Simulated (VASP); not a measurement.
Wanted: the native input for a VASP 6.6.1 run.

| Property | Result |
| --- | --- |
| Task | relaxation of the atoms |
| Functional | LDA |
| Potentials or basis | VASP PAW LDA potentials, release 64 (Mg, S) |
| Cutoff | 520 eV |
| k mesh | 6 × 6 × 6 |
| Occupations | gaussian, width 0.02 eV |
| Spin | no spin polarisation |
| Dipole correction | no |
| Further INCAR settings | ALGO = Normal; EDIFF = 1e-07; IBRION = 2; EDIFFG = -0.002; NSW = 60 |

The structure of MgS (lda) lies in POSCAR:

```
MgS
1.0
    0.0000000000      2.5908405861      2.5497975669
    2.5908405861      0.0000000000      2.5497975669
    2.5908405861      2.5908405861      0.0000000000
Mg S
1 1
Direct
    0.0000000000      0.0000000000      0.0000000000
    0.5000000000      0.5000000000      0.5000000000
```

This cell differs from its parent crystal: strained cell.

One way to write it, as run:

INCAR

```
ALGO = Normal ; EDIFF = 1E-7
EDIFFG = -0.002 ; ENCUT = 520
GGA = CA ; GGA_COMPAT = False
IBRION = 2 ; ISIF = 2
ISMEAR = 0 ; LASPH = True
LCHARG = False ; LREAL = False
LWAVE = False ; NELM = 120
NELMIN = 4 ; NSW = 60
PREC = Accurate ; SIGMA = 0.02
```

KPOINTS

```
k-points
0
Gamma
  6 6 6
```

Potentials or basis: VASP PAW LDA potentials, release 64 (Mg, S).

Launch:

```bash
$ cat potpaw_LDA.64/Mg/POTCAR potpaw_LDA.64/S/POTCAR > POTCAR
$ mpirun -np 1 vasp_std > vasp.out
```

Results of the run:

```yaml
Pressure_after_relaxing: -1.7 GPa
Band_gap_on_the_k_mesh: 2.54 eV, indirect (least direct gap 3.69 eV)
```

Caveat: the cell differs from its parent crystal (strained cell); the relaxation stopped at its first step, so nothing moved.

Wall time 7.2 s on 1 thread of Intel Xeon 6975P-C, with other jobs on the host, peak memory 0.14 GiB.
